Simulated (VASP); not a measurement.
Set up this calculation in VASP 6.6.1, as the native input.

| Item | Value |
| --- | --- |
| Task | relaxation of cell and atoms |
| Functional | r2SCAN |
| Potentials or basis | VASP PAW PBE potentials, release 64 (Li_sv, S) |
| Cutoff | 830 eV |
| k mesh | 8 × 8 × 8 |
| Occupations | tetrahedron |
| Spin | no spin polarisation |
| Dipole correction | no |
| Further INCAR settings | ALGO = Normal; EDIFF = 1e-07; IBRION = 2; EDIFFG = -0.01; NSW = 60; ISIF = 3 |

The system is Li2S.

```
Li S
1.0
     0.00000    2.88257    2.88257
     2.88257    0.00000    2.88257
     2.88257    2.88257    0.00000
Li S
2 1
Cartesian
  1.4413 1.4413 1.4413
  4.3238 4.3238 4.3238
  0.0000 0.0000 0.0000
```

These files were run (other wordings do the same):

POSCAR

```
Li2S
1.0
    0.0000000000      2.8825660000      2.8825660000
    2.8825660000      0.0000000000      2.8825660000
    2.8825660000      2.8825660000      0.0000000000
Li S
2 1
Direct
    0.2500000000      0.2500000000      0.2500000000
    0.7500000000      0.7500000000      0.7500000000
    0.0000000000      0.0000000000      0.0000000000
```

INCAR.step1

```
PREC = Accurate
ENCUT = 830
ISMEAR = -5
SIGMA = 0.1
LREAL = F
LASPH = T
NELM = 120
GGA = PE
ALGO = Normal
EDIFF = 1E-5
LWAVE = T
LCHARG = F
GGA_COMPAT = F
IBRION = 2
ISIF = 3
EDIFFG = -0.005
NELMIN = 4
NSW = 100
```

INCAR.step2

```
PREC = Accurate
ENCUT = 830
EDIFF = 1E-7
ISMEAR = -5
SIGMA = 0.1
LREAL = F
LASPH = T
NELM = 120
ALGO = Normal
ISIF = 3
LWAVE = F
LCHARG = F
METAGGA = R2SCAN
LMIXTAU = T
IBRION = 2
NSW = 60
EDIFFG = -0.01
ISTART = 1
GGA_COMPAT = F
NELMIN = 4
```

KPOINTS

```
regular mesh
0
Gamma
  8 8 8
```

Potentials or basis: VASP PAW PBE potentials, release 64 (Li_sv, S).

Launch:

```sh
$ cat potpaw_PBE.64/Li_sv/POTCAR potpaw_PBE.64/S/POTCAR > POTCAR
$ cp INCAR.step1 INCAR
$ mpirun -np 1 vasp_std > vasp.out
$ cp INCAR.step2 INCAR
$ mpirun -np 1 vasp_std > vasp.out
```

It gave:

The relaxed volume is 15.28 Å³/atom and the relaxed cell is a = 4.017 Å, b = 4.017 Å, c = 4.017 Å, α = 60.00°, β = 60.00°, γ = 60.00°. The space group after relaxing (to 0.1 Å) is Fm-3m (No. 225) and the energy gained by relaxing is 3.9 meV/atom. The ionic steps are 4 and the pressure after relaxing is 0.0 GPa. The band gap on the k mesh is 3.85 eV (least direct gap 5.08 eV).

Caveat: the PAW data sets were made with another functional, which shifts forces and pressure a little.

Run time: 8 min on 1 thread of AMD EPYC 7R13 Processor (Zen 3) (shared host), peak memory 0.24 GiB.
